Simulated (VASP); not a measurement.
# Rh (P6_3/mmc) in VASP: further runs, part 2 of 3

VASP 6.6.1.

**3. Single point, LDA**

Contents of INCAR:

```
  PREC = Accurate
  ENCUT = 520
  EDIFF = 1E-6
  ISMEAR = 0
  SIGMA = 0.15
  LREAL = False
  LASPH = True
  NELM = 100
  ALGO = Normal
  ISIF = 2
  LWAVE = False
  LCHARG = False
  NBANDS = 22
```

Contents of KPOINTS:

```
regular mesh
0
Gamma
  11 11 6
```

Contents of POSCAR:

```
Rh
1.0
    2.7309790000      0.0000000000      0.0000000000
   -1.3654895000      2.3650971912      0.0000000000
    0.0000000000      0.0000000000      4.4284890000
Rh
2
Direct
    0.6666666667      0.3333333333      0.7500000000
    0.3333333333      0.6666666667      0.2500000000
```

Potentials or basis: VASP PAW LDA potentials, release 64 (Rh_pv).

Started as:

```bash
$ cat potpaw_LDA.64/Rh_pv/POTCAR > POTCAR
$ mpirun -np 1 vasp_std > vasp.out
```

OUTCAR:

```text
PREC = Accurate
   ENCUT = 520
   EDIFF = 1E-6
   ISMEAR = 0
   LREAL = False
   LASPH = True
   NELM = 100
   ISIF = 2

 ion  position               nearest neighbor table
   1  0.667  0.333  0.750-   2 2.72   2 2.72   2 2.72   2 2.72   2 2.72   2 2.72
   2  0.333  0.667  0.250-   1 2.72   1 2.72   1 2.72   1 2.72   1 2.72   1 2.72

  LATTYP: Found a hexagonal cell.
 ALAT       =     2.7309790000
 C/A-ratio  =     1.6215756328

  Lattice vectors:

 A1 = (   2.7309790000,   0.0000000000,   0.0000000000)
 A2 = (  -1.3654895000,   2.3650971912,   0.0000000000)
 A3 = (   0.0000000000,   0.0000000000,   4.4284890000)

Analysis of symmetry for initial positions (statically):
=====================================================================
 Subroutine PRICEL returns:
 Original cell was already a primitive cell.

 Routine SETGRP: Setting up the symmetry group for a
 hexagonal supercell.

 Subroutine GETGRP returns: Found 24 space group operations
 (whereof 12 operations were pure point group operations)
 out of a pool of 24 trial point group operations.

The static configuration has the point symmetry D_3d.
 The point group associated with its full space group is D_6h.

Analysis of symmetry for dynamics (positions and initial velocities):
=====================================================================
 Subroutine PRICEL returns:
 Original cell was already a primitive cell.

 Routine SETGRP: Setting up the symmetry group for a
 hexagonal supercell.

 Subroutine GETGRP returns: Found 24 space group operations
 (whereof 12 operations were pure point group operations)
 out of a pool of 24 trial point group operations.

The dynamic configuration has the point symmetry D_3d.
 The point group associated with its full space group is D_6h.

 Subroutine INISYM returns: Found 24 space group operations
 (whereof 12 operations are pure point group operations),
 and found     1 'primitive' translations

----------------------------------------------------------------------------------------

                                     Primitive cell

  volume of cell :      28.6037

  direct lattice vectors                    reciprocal lattice vectors
     2.730979000  0.000000000  0.000000000     0.366169055  0.211407803  0.000000000
    -1.365489500  2.365097191  0.000000000     0.000000000  0.422815605  0.000000000
     0.000000000  0.000000000  4.428489000     0.000000000  0.000000000  0.225810655

  length of vectors
     2.730979000  2.730979000  4.428489000     0.422815605  0.422815605  0.225810655

  position of ions in fractional coordinates (direct lattice)
     0.666666667  0.333333333  0.750000000
     0.333333333  0.666666667  0.250000000

  ion indices of the primitive-cell ions
   primitive index   ion index
                 1           1
                 2           2

----------------------------------------------------------------------------------------

 KPOINTS: regular mesh

Automatic generation of k-mesh.
 Grid dimensions read from file:
 generate k-points for:   11   11    6

 Generating k-lattice:

  Cartesian coordinates                     Fractional coordinates (reciprocal lattice)
     0.033288096  0.019218891  0.000000000     0.090909091  0.000000000  0.000000000
     0.000000000  0.038437782  0.000000000     0.000000000  0.090909091  0.000000000
     0.000000000  0.000000000  0.037635109     0.000000000  0.000000000  0.166666667

  Length of vectors
     0.038437782  0.038437782  0.037635109

  Shift w.r.t. Gamma in fractional coordinates (k-lattice)
     0.000000000  0.000000000  0.000000000

 Subroutine IBZKPT returns following result:
 ===========================================

 Found     64 irreducible k-points:

 Following reciprocal coordinates:
            Coordinates               Weight
  0.000000  0.000000  0.000000      1.000000
  0.090909  0.000000  0.000000      6.000000
  0.181818  0.000000  0.000000      6.000000
  0.272727  0.000000  0.000000      6.000000
  0.363636 -0.000000  0.000000      6.000000
  0.454545  0.000000  0.000000      6.000000
[... 16 lines left out ...]
  0.090909  0.090909  0.166667     12.000000
  0.181818  0.090909  0.166667     24.000000
 [... further k-points ...]
   k-points           NKPTS =     64   k-points in BZ     NKDIM =     64   number of bands    NBANDS=     22
   number of dos      NEDOS =    301   number of ions     NIONS =      2
   total plane-waves  NPLWV =  14400
   dimension x,y,z NGX =    20 NGY =   20 NGZ =   36
   dimension x,y,z NGXF=    40 NGYF=   40 NGZF=   72
   ions per type =               2
   NGX,Y,Z   is equivalent  to a cutoff of  12.17, 12.17, 13.51 a.u.
   NGXF,Y,Z  is equivalent  to a cutoff of  24.35, 24.35, 27.03 a.u.
 SYSTEM =  unknown system
   PREC   = accura    normal or accurate (medium, high low for compatibility)
   ISTART =      0    job   : 0-new  1-cont  2-samecut
   ICHARG =      2    charge: 1-file 2-atom 10-const
   ISPIN  =      1    spin polarized calculation?
   LNONCOLLINEAR =      F non collinear calculations
   LSORBIT =      F    spin-orbit coupling
   LASPH  =      T    aspherical Exc in radial PAW
   ENCUT  =  520.0 eV  38.22 Ry    6.18 a.u.   5.08  5.08  8.23*2*pi/ulx,y,z
   NELM   =    100;   NELMIN=  2; NELMDL= -5     # of ELM steps
   EDIFF  = 0.1E-05   stopping-criterion for ELM
   LREAL  =      F    real-space projection
   EDIFFG = 0.1E-04   stopping-criterion for IOM
   NSW    =      0    number of steps for IOM
   IBRION =     -1    ionic relax: 0-MD 1-quasi-New 2-CG
   NFREE  =      0    steps in history (QN), initial steepest desc. (CG)
   ISIF   =      2    stress and relaxation
   ISYM   =      2    0-nonsym 1-usesym 2-fastsym
   POTIM  = 0.5000    time-step for ionic-motion
   TEBEG  =    0.0;   TEEND  =   0.0 temperature during run
   PSTRESS=    0.0 pullay stress
   NELECT =      30.0000    total number of electrons
   NUPDOWN=      -1.0000    fix difference up-down
   EMIN   =  10.00;   EMAX   =-10.00  energy-range for DOS
   EFERMI =   0.00;   METHOD = LEGACY
   ISMEAR =     0;   SIGMA  =   0.15  broadening in eV -4-tet -1-fermi 0-gaus
   EFERMI_NEDOS =   21; number of points for ismear=-14 and -15
   IALGO  =     38    algorithm
   IMIX   =      4    mixing-type and parameters
     AMIX     =   0.40;   BMIX     =  1.00
     AMIX_MAG =   1.60;   BMIX_MAG =  1.00
  volume/ion in A,a.u.               =      14.30        96.51
  Fermi-wavevector in a.u.,A,eV,Ry     =   1.663314  3.143208 37.642067  2.766614
  Thomas-Fermi vector in A             =   2.750053
   LORBIT       =      0    0 simple, 1 ext, 2 COOP (PROOUT), +10 PAW based schemes
   GGA     = CA    functional components
   LHFCALC =     F    Hartree Fock is set to
   AEXX    =    0.0000 exact exchange contribution
   IVDW    =     0    specifies the selected vdW correction
   LEPSILON=     F    determine dielectric tensor
   LRPA    =     F    only Hartree local field effects (RPA)
 non-spin polarized calculation
 Gauss-broadening in eV      SIGMA  =   0.15
  energy-cutoff  :      520.00
  volume of cell :       28.60
 maximum number of plane-waves:       785
   NGX = 11   NGY = 11   NGZ = 17

 number of electron      30.0000009 magnetization

 Free energy of the ion-electron system (eV)
  ---------------------------------------------------
  ext. energy  EPLUGINS =         0.00000000
  ---------------------------------------------------
  free energy    TOTEN  =       -17.17399556 eV

  energy without entropy =      -17.13326470  energy(sigma->0) =      -17.15363013

 E-fermi :  11.0704     XC(G=0): -14.1007

 val. band max:       11.0586615060   @ k =   0.3636   0.1818   0.3333
 cond. band min:      11.0752670253   @ k =   0.0909   0.0909   0.3333
 fundamental gap:      0.0166055193
 Fermi energy:        11.0704388926

 k-point     1 :       0.0000    0.0000    0.0000
  band No.  band energies     occupation
      1     -35.7588      2.00000
      2     -35.1780      2.00000
      3     -35.1780      2.00000
      4     -35.0969      2.00000
      5     -35.0836      2.00000
      6     -35.0836      2.00000
[... 14 lines left out ...]
     21      29.0693      0.00000
     22      29.6821      0.00000

 k-point     2 :       0.0909    0.0000    0.0000
  band No.  band energies     occupation
      1     -35.7419      2.00000
      2     -35.2166      2.00000
      3     -35.1905      2.00000
      4     -35.1236      2.00000
      5     -35.1039      2.00000
      6     -35.0898      2.00000
[... 542 lines left out ...]
 k-point    24 :       0.1818    0.0909    0.1667
  band No.  band energies     occupation
      1     -35.6325      2.00000
      2     -35.3747      2.00000
      3     -35.3480      2.00000
      4     -35.2416      2.00000
      5     -35.1546      2.00000
      6     -35.1425      2.00000
[... 14 lines left out ...]
     21      26.8675      0.00000
     22      28.3358      0.00000

 [... further k-points ...]
[... 5 lines left out ...]
  --------------------------------------------------------------------------------------
  -------------------------------------------------------------------------------------
  Total       -3.2358153     -3.2358153     -3.5161055      0.0000000      0.0000000      0.0000000
  in kB     -181.2472350   -181.2472350   -196.9470860      0.0000000      0.0000000      0.0000000
  external PRESSURE =    -186.4805187 kB  Pullay stress =       0.0000000 kB

 VOLUME and BASIS-vectors are now :
 -----------------------------------------------------------------------------
  energy-cutoff  :      520.00
  volume of cell :       28.60
      direct lattice vectors                 reciprocal lattice vectors
     2.730979000  0.000000000  0.000000000     0.366169055  0.211407803  0.000000000
    -1.365489500  2.365097191  0.000000000     0.000000000  0.422815605  0.000000000
     0.000000000  0.000000000  4.428489000     0.000000000  0.000000000  0.225810655

 POSITION                                       TOTAL-FORCE (eV/Angst)
 -----------------------------------------------------------------------------------
      1.36549      0.78837      3.32137         0.000000     -0.000000      0.000000
     -0.00000      1.57673      1.10712        -0.000000      0.000000      0.000000
 -----------------------------------------------------------------------------------
    total drift:                               -0.000000      0.000000     -0.000000

  FREE ENERGIE OF THE ION-ELECTRON SYSTEM (eV)
  ---------------------------------------------------
  free  energy   TOTEN  =       -17.1739955608 eV

  energy  without entropy=      -17.1332646968  energy(sigma->0) =      -17.15363013
```

stdout:

```text
POSCAR found type information on POSCAR Rh
 POSCAR found :  1 types and       2 ions
 scaLAPACK will be used
 LDA part: xc-table for (Slater(with rela. corr.)+CA(PZ))
 , standard interpolation
 POSCAR, INCAR and KPOINTS ok, starting setup
 FFT: planning ... GRIDC
 FFT: planning ... GRID_SOFT
 FFT: planning ... GRID
 WAVECAR not read
 entering main loop
```

Run time: 18 s. Hardware: 1 thread of Intel Xeon 6975P-C, shared host; peak memory 0.15 GiB.

What came out:

* Free energy: -17.1740 eV
* Pressure: -18.6 GPa
* Band gap on the k mesh: zero (band 15 reaches 11.66 eV, above the bottom of band 16 at 9.44 eV)

Levels at points of the mesh, in eV from the Fermi level:
| k point | band 12 | band 13 | band 14 | band 15 | band 16 | band 17 | band 18 | band 19 |
| --- | --- | --- | --- | --- | --- | --- | --- | --- |
| (0.00, 0.00, 0.00) | -2.38 | -2.38 | -1.78 | -1.78 | 0.14 | 0.14 | 0.72 | 8.16 |
| (0.00, 0.00, 0.50) | -2.96 | -2.96 | -2.96 | -0.40 | -0.40 | -0.40 | -0.40 | 14.63 |

**4. Single point, LDA**

Contents of INCAR:

```
SYSTEM = Rh
  ALGO = Normal
  EDIFF = 1E-6
  ENCUT = 520
  ISIF = 2
  ISMEAR = 0
  LASPH = .True.
  LCHARG = .False.
  LREAL = .False.
  LWAVE = .False.
  NBANDS = 22
  NELM = 60
  PREC = Accurate
  SIGMA = 0.1
```

Contents of KPOINTS:

```
k-points
0
Gamma
  11 11 6
  0 0 0
```

POSCAR is that of step 3.

Started as:

```bash
$ cat potpaw_LDA.64/Rh_pv/POTCAR > POTCAR
$ mpirun -np 1 vasp_std > vasp.out
```

Run time: 18 s. Hardware: 1 thread of Intel Xeon 6975P-C, shared host; peak memory 0.14 GiB.

The run converged. Its results:

* Free energy: -17.1626 eV
* Pressure: -18.8 GPa
* Band gap on the k mesh: zero (band 15 reaches 11.66 eV, above the bottom of band 16 at 9.44 eV)

Stress tensor (GPa, compression positive):
```
-18.29   0.00   0.00
  0.00 -18.29   0.00
  0.00   0.00 -19.66
```

Levels at points of the mesh, in eV from the Fermi level:
| k point | band 11 | band 12 | band 13 | band 14 | band 15 | band 16 | band 17 | band 18 | band 19 | band 20 |
| --- | --- | --- | --- | --- | --- | --- | --- | --- | --- | --- |
| (0.00, 0.00, 0.00) | -2.87 | -2.38 | -2.38 | -1.79 | -1.79 | 0.14 | 0.14 | 0.72 | 8.16 | 15.88 |
| (0.00, 0.00, 0.50) | -2.97 | -2.97 | -2.97 | -2.97 | -0.41 | -0.41 | -0.41 | -0.41 | 14.63 | 14.63 |

(Part 2 of 3 ends here.)
